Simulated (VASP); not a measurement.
# AsPt (F-43m) in VASP: notebook

AsPt is run at these levels: LDA, PBE; tasks: single point.

Program: VASP 6.6.1. These are calculated values, not measurements. Logs are shortened: lines on timing, memory, paths and dates and some standing lists are left out, and cuts for length are marked.

## Step 1: The cell of the first run

Symmetry: F-43m, No. 216, cubic system. The conventional cell has a = 5.626 Å, b = 5.626 Å, c = 5.626 Å, α = 90.00°, β = 90.00°, γ = 90.00°. Pt (site symmetry -43m) has 4 As at 2.44 Å within 3.2 Å. Within 3.2 Å of As (site symmetry -43m) lie 4 Pt at 2.44 Å.

## Step 2: Single point, LDA

The input, INCAR:

```
SYSTEM = AsPt
ALGO     = Normal         ! electronic algorithm
EDIFF    = 1E-7           ! SCF threshold, eV
ENCUT    = 520            ! plane-wave cutoff, eV
GGA      = CA             ! functional
ISIF     = 2              ! what is computed and relaxed
ISMEAR   = 0              ! smearing method
LASPH    = .TRUE.         ! aspherical terms in the spheres
LCHARG   = .TRUE.         ! write CHGCAR
LELF     = .TRUE.         ! ELF
LREAL    = .FALSE.        ! projectors in reciprocal space
LVHAR    = .TRUE.       
LWAVE    = .FALSE.        ! write WAVECAR
NBANDS   = 14             ! bands
NELM     = 100            ! most SCF steps
PREC     = Accurate       ! precision mode
SIGMA    = 0.05           ! smearing width, eV
```

The input, KPOINTS:

```
k-points
0
G
  12 12 12
  0 0 0
```

The input, POSCAR:

```
AsPt
1.0
    0.0000000000      2.8129469837      2.8129469837
    2.8129469837      0.0000000000      2.8129469837
    2.8129469837      2.8129469837      0.0000000000
Pt As
1 1
Direct
    0.0000000000      0.0000000000      0.0000000000
    0.2500000000      0.2500000000      0.2500000000
```

Potentials or basis: VASP PAW LDA potentials, release 64 (Pt, As).

Command:

```
> cat potpaw_LDA.64/Pt/POTCAR potpaw_LDA.64/As/POTCAR > POTCAR
> mpirun -np 1 vasp_std > vasp.out
```

OUTCAR:

```text
SYSTEM = AsPt
   EDIFF = 1E-7
   ENCUT = 520
   GGA = CA
   ISIF = 2
   ISMEAR = 0
   LASPH = .TRUE.
   LREAL = .FALSE.
   NELM = 100
   PREC = Accurate

 ion  position               nearest neighbor table
   1  0.000  0.000  0.000-   2 2.44   2 2.44   2 2.44   2 2.44
   2  0.250  0.250  0.250-   1 2.44   1 2.44   1 2.44   1 2.44

  LATTYP: Found a face centered cubic cell.
 ALAT       =     5.6258939674

  Lattice vectors:

 A1 = (   0.0000000000,   2.8129469837,   2.8129469837)
 A2 = (   2.8129469837,   0.0000000000,   2.8129469837)
 A3 = (   2.8129469837,   2.8129469837,   0.0000000000)

Analysis of symmetry for initial positions (statically):
=====================================================================
 Subroutine PRICEL returns:
 Original cell was already a primitive cell.

 Routine SETGRP: Setting up the symmetry group for a
 face centered cubic supercell.

 Subroutine GETGRP returns: Found 24 space group operations
 (whereof 24 operations were pure point group operations)
 out of a pool of 48 trial point group operations.

The static configuration has the point symmetry T_d .

Analysis of symmetry for dynamics (positions and initial velocities):
=====================================================================
 Subroutine PRICEL returns:
 Original cell was already a primitive cell.

 Routine SETGRP: Setting up the symmetry group for a
 face centered cubic supercell.

 Subroutine GETGRP returns: Found 24 space group operations
 (whereof 24 operations were pure point group operations)
 out of a pool of 48 trial point group operations.

The dynamic configuration has the point symmetry T_d .

 Subroutine INISYM returns: Found 24 space group operations
 (whereof 24 operations are pure point group operations),
 and found     1 'primitive' translations

----------------------------------------------------------------------------------------

                                     Primitive cell

  volume of cell :      44.5158

  direct lattice vectors                    reciprocal lattice vectors
     0.000000000  2.812946984  2.812946984    -0.177749528  0.177749528  0.177749528
     2.812946984  0.000000000  2.812946984     0.177749528 -0.177749528  0.177749528
     2.812946984  2.812946984  0.000000000     0.177749528  0.177749528 -0.177749528

  length of vectors
     3.978107775  3.978107775  3.978107775     0.307871214  0.307871214  0.307871214

  position of ions in fractional coordinates (direct lattice)
     0.000000000  0.000000000  0.000000000
     0.250000000  0.250000000  0.250000000

  ion indices of the primitive-cell ions
   primitive index   ion index
                 1           1
                 2           2

----------------------------------------------------------------------------------------

 KPOINTS: k-points

Automatic generation of k-mesh.
 Grid dimensions read from file:
 generate k-points for:   12   12   12

 Generating k-lattice:

  Cartesian coordinates                     Fractional coordinates (reciprocal lattice)
    -0.014812461  0.014812461  0.014812461     0.083333333  0.000000000  0.000000000
     0.014812461 -0.014812461  0.014812461     0.000000000  0.083333333  0.000000000
     0.014812461  0.014812461 -0.014812461     0.000000000  0.000000000  0.083333333

  Length of vectors
     0.025655935  0.025655935  0.025655935

  Shift w.r.t. Gamma in fractional coordinates (k-lattice)
     0.000000000  0.000000000  0.000000000

 Subroutine IBZKPT returns following result:
 ===========================================

 Found     72 irreducible k-points:

 Following reciprocal coordinates:
            Coordinates               Weight
  0.000000  0.000000  0.000000      1.000000
  0.083333  0.000000  0.000000      8.000000
  0.166667  0.000000  0.000000      8.000000
  0.250000  0.000000  0.000000      8.000000
  0.333333  0.000000  0.000000      8.000000
  0.416667  0.000000  0.000000      8.000000
[... 16 lines left out ...]
  0.500000  0.166667  0.000000     24.000000
 -0.416667  0.166667  0.000000     24.000000
 [... further k-points ...]
   k-points           NKPTS =     72   k-points in BZ     NKDIM =     72   number of bands    NBANDS=     14
   number of dos      NEDOS =    301   number of ions     NIONS =      2
   total plane-waves  NPLWV =  27000
   dimension x,y,z NGX =    30 NGY =   30 NGZ =   30
   dimension x,y,z NGXF=    60 NGYF=   60 NGZF=   60
   ions per type =               1   1
   NGX,Y,Z   is equivalent  to a cutoff of  12.54, 12.54, 12.54 a.u.
   NGXF,Y,Z  is equivalent  to a cutoff of  25.07, 25.07, 25.07 a.u.
 SYSTEM =  AsPt
   PREC   = accura    normal or accurate (medium, high low for compatibility)
   ISTART =      0    job   : 0-new  1-cont  2-samecut
   ICHARG =      2    charge: 1-file 2-atom 10-const
   ISPIN  =      1    spin polarized calculation?
   LNONCOLLINEAR =      F non collinear calculations
   LSORBIT =      F    spin-orbit coupling
   LASPH  =      T    aspherical Exc in radial PAW
   ENCUT  =  520.0 eV  38.22 Ry    6.18 a.u.   7.40  7.40  7.40*2*pi/ulx,y,z
   NELM   =    100;   NELMIN=  2; NELMDL= -5     # of ELM steps
   EDIFF  = 0.1E-06   stopping-criterion for ELM
   LREAL  =      F    real-space projection
   EDIFFG = 0.1E-05   stopping-criterion for IOM
   NSW    =      0    number of steps for IOM
   IBRION =     -1    ionic relax: 0-MD 1-quasi-New 2-CG
   NFREE  =      0    steps in history (QN), initial steepest desc. (CG)
   ISIF   =      2    stress and relaxation
   ISYM   =      2    0-nonsym 1-usesym 2-fastsym
   POTIM  = 0.5000    time-step for ionic-motion
   TEBEG  =    0.0;   TEEND  =   0.0 temperature during run
   PSTRESS=    0.0 pullay stress
   NELECT =      15.0000    total number of electrons
   NUPDOWN=      -1.0000    fix difference up-down
   EMIN   =  10.00;   EMAX   =-10.00  energy-range for DOS
   EFERMI =   0.00;   METHOD = LEGACY
   ISMEAR =     0;   SIGMA  =   0.05  broadening in eV -4-tet -1-fermi 0-gaus
   EFERMI_NEDOS =   21; number of points for ismear=-14 and -15
   IALGO  =     38    algorithm
   IMIX   =      4    mixing-type and parameters
     AMIX     =   0.40;   BMIX     =  1.00
     AMIX_MAG =   1.60;   BMIX_MAG =  1.00
  volume/ion in A,a.u.               =      22.26       150.20
  Fermi-wavevector in a.u.,A,eV,Ry     =   1.139201  2.152778 17.657355  1.297779
  Thomas-Fermi vector in A             =   2.275905
   LORBIT       =      0    0 simple, 1 ext, 2 COOP (PROOUT), +10 PAW based schemes
   GGA     = CA    functional components
   LHFCALC =     F    Hartree Fock is set to
   AEXX    =    0.0000 exact exchange contribution
   IVDW    =     0    specifies the selected vdW correction
   LEPSILON=     F    determine dielectric tensor
   LRPA    =     F    only Hartree local field effects (RPA)
 non-spin polarized calculation
 Gauss-broadening in eV      SIGMA  =   0.05
  energy-cutoff  :      520.00
  volume of cell :       44.52
 maximum number of plane-waves:      1243
 NGX is ok and might be reduce to    30
   NGX = 15   NGY = 15   NGZ = 15

 number of electron      15.0000002 magnetization

 Free energy of the ion-electron system (eV)
  ---------------------------------------------------
  ext. energy  EPLUGINS =         0.00000000
  ---------------------------------------------------
  free energy    TOTEN  =       -12.96841103 eV

  energy without entropy =      -12.96688929  energy(sigma->0) =      -12.96765016

 E-fermi :   5.3153     XC(G=0): -10.4983

 val. band max:        5.3145973599   @ k =   0.4167   0.3333   0.0833
 cond. band min:       5.3281074842   @ k =   0.3333   0.2500   0.0833
 fundamental gap:      0.0135101243
 Fermi energy:         5.3152861841

 k-point     1 :       0.0000    0.0000    0.0000
  band No.  band energies     occupation
      1      -7.4473      2.00000
      2       0.0916      2.00000
      3       0.0916      2.00000
      4       0.0916      2.00000
      5       2.1520      2.00000
      6       2.1520      2.00000
      7       7.5383      0.00000
      8       9.1521      0.00000
      9       9.1521      0.00000
     10       9.1521      0.00000
     11      12.2666      0.00000
     12      12.2666      0.00000
     13      12.2666      0.00000
     14      16.0893      0.00000

 k-point     2 :       0.0833    0.0000    0.0000
  band No.  band energies     occupation
      1      -7.3831      2.00000
      2       0.0401      2.00000
      3       0.1223      2.00000
      4       0.1223      2.00000
      5       2.1416      2.00000
      6       2.1416      2.00000
      7       7.3585      0.00000
      8       8.9684      0.00000
      9       8.9852      0.00000
     10       8.9852      0.00000
     11      12.1627      0.00000
     12      12.4416      0.00000
     13      12.4416      0.00000
     14      16.6418      0.00000

 k-point     3 :       0.1667    0.0000    0.0000
  band No.  band energies     occupation
      1      -7.2017      2.00000
      2      -0.0804      2.00000
      3       0.2033      2.00000
      4       0.2033      2.00000
      5       2.1248      2.00000
      6       2.1248      2.00000
      7       6.5208      0.00000
      8       8.5684      0.00000
      9       8.5684      0.00000
     10       8.8989      0.00000
     11      12.2138      0.00000
     12      12.8481      0.00000
     13      12.8481      0.00000
     14      16.7948      0.00000

 k-point     4 :       0.2500    0.0000    0.0000
  band No.  band energies     occupation
      1      -6.9379      2.00000
      2      -0.1922      2.00000
      3       0.3035      2.00000
      4       0.3035      2.00000
      5       2.1347      2.00000
      6       2.1347      2.00000
      7       5.2343      1.97802
      8       8.0423      0.00000
      9       8.0423      0.00000
     10       9.0178      0.00000
     11      12.6805      0.00000
     12      13.2600      0.00000
     13      13.2600      0.00000
     14      16.4544      0.00000

 k-point     5 :       0.3333    0.0000    0.0000
  band No.  band energies     occupation
      1      -6.6524      2.00000
      2      -0.2211      2.00000
      3       0.3865      2.00000
      4       0.3865      2.00000
      5       2.1940      2.00000
      6       2.1940      2.00000
      7       3.9703      2.00000
      8       7.5270      0.00000
      9       7.5270      0.00000
     10       9.0728      0.00000
     11      13.4832      0.00000
[... 276 lines left out ...]
 k-point    22 :       0.4167    0.1667    0.0000
  band No.  band energies     occupation
      1      -6.4141      2.00000
      2      -0.3214      2.00000
      3       0.5161      2.00000
      4       0.6077      2.00000
      5       2.0722      2.00000
      6       2.3605      2.00000
      7       3.5640      2.00000
      8       6.3264      0.00000
      9       6.4076      0.00000
     10      10.3573      0.00000
     11      12.4107      0.00000
     12      13.7226      0.00000
     13      14.4719      0.00000
     14      17.1415      0.00000

 k-point    23 :       0.5000    0.1667    0.0000
  band No.  band energies     occupation
      1      -6.2505      2.00000
      2      -0.1441      2.00000
      3       0.4864      2.00000
      4       0.6336      2.00000
      5       2.1789      2.00000
      6       2.3376      2.00000
      7       2.8537      2.00000
      8       5.8902      0.00000
      9       6.3896      0.00000
     10      10.2794      0.00000
     11      12.6264      0.00000
     12      14.3442      0.00000
     13      14.7655      0.00000
     14      17.1697      0.00000

 k-point    24 :      -0.4167    0.1667    0.0000
  band No.  band energies     occupation
      1      -6.2287      2.00000
      2      -0.0054      2.00000
      3       0.3921      2.00000
      4       0.6175      2.00000
      5       2.1517      2.00000
      6       2.2325      2.00000
      7       2.9112      2.00000
      8       5.5884      0.00000
      9       6.6641      0.00000
     10      10.2718      0.00000
     11      12.6358      0.00000
     12      14.1656      0.00000
     13      15.3083      0.00000
     14      17.2189      0.00000

 [... further k-points ...]

------------------------ aborting loop because EDIFF is reached ----------------------------------------

  FORCE on cell =-STRESS in cart. coord.  units (eV):
  Direction    XX          YY          ZZ          XY          YZ          ZX
  --------------------------------------------------------------------------------------
  -------------------------------------------------------------------------------------
  Total       -1.8577331     -1.8577331     -1.8577331      0.0000000     -0.0000000     -0.0000000
  in kB      -66.8619854    -66.8619854    -66.8619854      0.0000000     -0.0000000     -0.0000000
  external PRESSURE =     -66.8619854 kB  Pullay stress =       0.0000000 kB

 VOLUME and BASIS-vectors are now :
 -----------------------------------------------------------------------------
  energy-cutoff  :      520.00
  volume of cell :       44.52
      direct lattice vectors                 reciprocal lattice vectors
     0.000000000  2.812946984  2.812946984    -0.177749528  0.177749528  0.177749528
     2.812946984  0.000000000  2.812946984     0.177749528 -0.177749528  0.177749528
     2.812946984  2.812946984  0.000000000     0.177749528  0.177749528 -0.177749528

 POSITION                                       TOTAL-FORCE (eV/Angst)
 -----------------------------------------------------------------------------------
      0.00000      0.00000      0.00000        -0.000000     -0.000000     -0.000000
      1.40647      1.40647      1.40647         0.000000      0.000000      0.000000
 -----------------------------------------------------------------------------------
    total drift:                                0.000000      0.000000      0.000000

  FREE ENERGIE OF THE ION-ELECTRON SYSTEM (eV)
  ---------------------------------------------------
  free  energy   TOTEN  =       -12.9684110325 eV

  energy  without entropy=      -12.9668892911  energy(sigma->0) =      -12.96765016
```

It took 29 s on 1 thread of Intel Xeon 6975P-C (Granite Rapids), shared host; peak memory 0.18 GiB.

Results:

```yaml
Free_energy: -12.9684 eV
Pressure: -6.7 GPa
```

Caveat: spin-orbit coupling is left out, which moves the levels of the heavy elements.

## Step 3: Single point, PBE (volume scaled by 1.020)

The input, INCAR:

```
ALGO     = Normal         # electronic algorithm
EDIFF    = 1E-7           # SCF threshold, eV
ENCUT    = 520            # plane-wave cutoff, eV
GGA      = PE             # functional
ISIF     = 2              # what is computed and relaxed
ISMEAR   = 0              # smearing method
LASPH    = T              # aspherical terms in the spheres
LCHARG   = F              # write CHGCAR
LREAL    = F              # projectors in reciprocal space
LWAVE    = F              # write WAVECAR
NBANDS   = 14             # bands
NELM     = 80             # most SCF steps
PREC     = Accurate       # precision mode
SIGMA    = 0.05           # smearing width, eV
```

The input, KPOINTS:

```
k-points
0
Gamma
  12 12 12
```

The input, POSCAR:

```
AsPt
1.0
    0.0000000000      2.8315763146      2.8315763146
    2.8315763146      0.0000000000      2.8315763146
    2.8315763146      2.8315763146      0.0000000000
Pt As
1 1
Direct
    0.0000000000      0.0000000000      0.0000000000
    0.2500000000      0.2500000000      0.2500000000
```

Potentials or basis: VASP PAW PBE potentials, release 64 (Pt, As).

Command:

```
> cat potpaw_PBE.64/Pt/POTCAR potpaw_PBE.64/As/POTCAR > POTCAR
> mpirun -np 1 vasp_std > vasp.out
```

It took 36 s on 1 thread of Intel Xeon 6975P-C (Granite Rapids), shared host; peak memory 0.18 GiB.

Results (log left out):

```yaml
Free_energy: -11.0482 eV
Pressure: -2.1 GPa
```

Levels at points of the mesh, in eV from the Fermi level:
```csv
k point,band 4,band 5,band 6,band 7,band 8,band 9,band 10,band 11
"(0.00, 0.00, 0.00)",-5.11,-3.10,-3.10,2.25,3.75,3.75,3.75,6.91
"(0.50, 0.00, 0.00)",-4.76,-2.94,-2.94,-2.61,1.65,1.65,3.75,8.25
"(0.50, 0.50, 0.00)",-3.87,-2.96,-2.74,-2.50,-0.76,-0.76,5.04,5.51
```

Caveat: spin-orbit coupling is left out, which moves the levels of the heavy elements.

## Step 4: Single point, PBE (volume scaled by 1.040)

The input, INCAR:

```
ALGO = Normal
EDIFF = 1E-7
ENCUT = 520
GGA = PE
ISIF = 2
ISMEAR = 0
LASPH = True
LCHARG = True
LELF = True
LREAL = False
LVHAR = True
LWAVE = False
NBANDS = 14
NELM = 60
PREC = Accurate
SIGMA = 0.05
```

KPOINTS is that of step 3.

The input, POSCAR:

```
AsPt
1.0
    0.0000000000      2.8499636890      2.8499636890
    2.8499636890      0.0000000000      2.8499636890
    2.8499636890      2.8499636890      0.0000000000
Pt As
1 1
Direct
    0.0000000000      0.0000000000      0.0000000000
    0.2500000000      0.2500000000      0.2500000000
```

Command:

```
> cat potpaw_PBE.64/Pt/POTCAR potpaw_PBE.64/As/POTCAR > POTCAR
> mpirun -np 1 vasp_std > vasp.out
```

Run time: 29 s. Hardware: 1 thread of Intel Xeon 6975P-C (Granite Rapids), shared host; peak memory 0.2 GiB.

The run converged. Its results:

```yaml
Free_energy: -11.0319 eV
Pressure: -3.8 GPa
```

Levels at points of the mesh, in eV from the Fermi level:
| k point | band 3 | band 4 | band 5 | band 6 | band 7 | band 8 | band 9 | band 10 | band 11 | band 12 |
| --- | --- | --- | --- | --- | --- | --- | --- | --- | --- | --- |
| (0.00, 0.00, 0.00) | -4.99 | -4.99 | -3.02 | -3.02 | 2.17 | 3.65 | 3.65 | 3.65 | 6.88 | 6.88 |
| (0.50, 0.00, 0.00) | -4.65 | -4.65 | -2.86 | -2.86 | -2.55 | 1.63 | 1.63 | 3.68 | 8.18 | 8.18 |
| (0.50, 0.50, 0.00) | -3.79 | -3.79 | -2.88 | -2.67 | -2.45 | -0.72 | -0.72 | 4.97 | 5.46 | 11.35 |

Caveat: spin-orbit coupling is left out, which moves the levels of the heavy elements.

## Step 5: Summary

```csv
level,potentials or basis,cell,gap on the mesh (eV),pressure (GPa)
LDA,"VASP PAW LDA potentials, release 64 (Pt, As)","a = 3.978 Å, angles 60.0°, 2 atoms",none,-6.7
PBE,"VASP PAW PBE potentials, release 64 (Pt, As)","a = 4.004 Å, angles 60.0°, 2 atoms",none,-2.1
PBE,"VASP PAW PBE potentials, release 64 (Pt, As)","a = 4.030 Å, angles 60.0°, 2 atoms",none,-3.8
```

Alike in all rows: task single point; no spin polarisation; k mesh 12 × 12 × 12; cutoff (eV) 520; smearing gaussian 0.05 eV.

Caveats: spin-orbit coupling is left out, which moves the levels of the heavy elements.

Absolute energies hang on the potentials; compare differences alone.
